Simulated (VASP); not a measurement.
Bi2Se3:

```
Bi Se
1.0
     2.07150    1.19598    9.54533
    -2.07150    1.19598    9.54533
     0.00000   -2.39196    9.54533
Bi Se
2 3
Direct
  0.59920 0.59920 0.59920
  0.40080 0.40080 0.40080
  0.78830 0.78830 0.78830
  0.21170 0.21170 0.21170
  0.00000 0.00000 0.00000
```

Base run:

* Program: VASP 6.6.1
* Functional: revPBE
* Potentials or basis: VASP PAW PBE potentials, release 64 (Bi_d, Se)
* Cutoff: 520 eV
* k mesh: 8 × 8 × 8
* Occupations: fermi-dirac, width 0.05 eV
* Spin: no spin polarisation

Its results: band gap on the k mesh 0.27 eV; pressure 3.8 GPa; largest force 0.170 eV/Å.

**Question.** After a change of settings the same cell gave: band gap on the k mesh 0.26 eV; pressure 6.5 GPa; largest force 0.344 eV/Å. Which change was it?
A. functional from revPBE to PBE; k mesh from 8 × 8 × 8 to 3 × 3 × 3
B. functional from revPBE to RPBE
C. functional from revPBE to PBE; dispersion from none to D3(BJ)
D. functional from revPBE to BLYP

**Answer.** D.

Caveats: the cell stands under pressure; the PAW data sets were made with another functional, which shifts forces and pressure a little; spin-orbit coupling is left out, which moves the levels of the heavy elements.
